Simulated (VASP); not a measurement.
Runs of VASP 6.6.1 on Te2Mo. The structure is that of space group P-6m2 (No. 187), or close to it. The cells are those of the table. 

| task | cell | k mesh | cutoff (eV) | smearing | gap on the mesh (eV) | pressure (GPa) | largest force (eV/Å) |
| --- | --- | --- | --- | --- | --- | --- | --- |
| single point | a = 3.491, b = 3.491, c = 18.052 Å, angles 90.0, 90.0, 120.0°, 3 atoms | 12 × 12 × 2 | 520 | gaussian 0.02 eV | 1.20 | - | 0.03 |
| relaxation of cell and atoms | relaxed to 12 GPa from a = 3.332, b = 3.332, c = 7.209 Å, angles 90.0, 90.0, 120.0°, 3 atoms | 12 × 12 × 4 | 600 | gaussian 0.02 eV | (b) | 12.0 | - |
| single point | a = 3.386, b = 3.386, c = 17.842 Å, angles 90.0, 90.0, 120.0°, 3 atoms | 12 × 12 × 2 | 520 | gaussian 0.02 eV | 1.09 | - | 0.03 |
| single point | a = 3.543, b = 3.543, c = 17.367 Å, angles 90.0, 90.0, 120.0°, 3 atoms | 12 × 12 × 2 | 520 | gaussian 0.02 eV | (a) | - | 0.03 |
| single point | a = 3.320, b = 3.320, c = 7.125 Å, angles 90.0, 90.0, 120.0°, 3 atoms | 12 × 12 × 4 | 520 | gaussian 0.02 eV | 0.34 | 12.2 | 0.03 |
| single point | a = 3.596, b = 3.596, c = 18.052 Å, angles 90.0, 90.0, 120.0°, 3 atoms | 12 × 12 × 2 | 520 | gaussian 0.02 eV | 0.96 | - | 0.04 |
| single point | a = 3.334, b = 3.334, c = 18.000 Å, angles 90.0, 90.0, 120.0°, 3 atoms | 12 × 12 × 2 | 520 | gaussian 0.02 eV | 0.86 | - | 0.03 |
| single point | a = 3.491, b = 3.491, c = 18.315 Å, angles 90.0, 90.0, 120.0°, 3 atoms | 12 × 12 × 2 | 520 | gaussian 0.02 eV | 1.20 | - | 0.03 |
| single point | a = 3.491, b = 3.491, c = 17.789 Å, angles 90.0, 90.0, 120.0°, 3 atoms | 12 × 12 × 2 | 520 | gaussian 0.02 eV | 1.20 | - | 0.03 |
| single point | a = 3.422, b = 3.422, c = 7.404 Å, angles 90.0, 90.0, 120.0°, 3 atoms | 12 × 12 × 4 | 520 | gaussian 0.02 eV | 0.81 | 4.2 | 0.03 |
| single point | a = 3.005, b = 3.005, c = 6.825 Å, angles 90.0, 90.0, 120.0°, 3 atoms | 18 × 18 × 6 | 520 | gaussian 0.1 eV | none | 50.5 | 0.03 |
| single point | a = 3.439, b = 3.439, c = 17.264 Å, angles 90.0, 90.0, 120.0°, 3 atoms | 12 × 12 × 2 | 520 | gaussian 0.02 eV | 1.25 | - | 0.03 |

Alike in all rows: level PBEsol; potentials or basis VASP PAW PBE potentials, release 64 (Te, Mo_sv); no spin polarisation.

Task: Fill in the values left out.

Result: (a) 1.07; (b) 0.33.

Caveats: the PAW data sets were made with another functional, which shifts forces and pressure a little; spin-orbit coupling is left out, which moves the levels of the heavy elements; this functional lacks dispersion, which binds the layers, so the pressure and a relaxed spacing across them are unreliable (some runs); the cell is relaxed towards a set pressure, so the enthalpy falls and the energy may rise (some runs).

A k mesh can miss the band edges, and the runs leave out spin-orbit coupling on Mo, Te.

A gap of «none» marks levels without a gap at the run's occupations.
